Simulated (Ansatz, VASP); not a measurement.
## Cd in VASP and in Ansatz

```xyz
1
Lattice="-1.6493 1.6493 1.6493 1.6493 -1.6493 1.6493 1.6493 1.6493 -1.6493" Properties=species:S:1:pos:R:3 pbc="T T T"
Cd    0.0000    0.0000    0.0000
```

Change from the starting cell: volume scaled by 0.84, LAPW.

Alike in both runs: task single point; functional PBEsol; k mesh 15 × 15 × 15; occupations fermi-dirac, width 0.1 eV; no spin polarisation.

|  | VASP | Ansatz |
| --- | --- | --- |
| version | VASP 6.6.1 | Ansatz 0.2.0 |
| potentials or method | VASP PAW PBE potentials, release 64 (Cd), cutoff 520 eV | all-electron LAPW, scalar-relativistic |

VASP gave:

| Property | Result |
| --- | --- |
| pressure (GPa) | 16.0 |

Q: What did Ansatz give for the same quantities?

A: Pressure (GPa): 15.2.

VASP's potentials were made for PBE, not for PBEsol. Ansatz ran all-electron here, and VASP with PAW potentials.
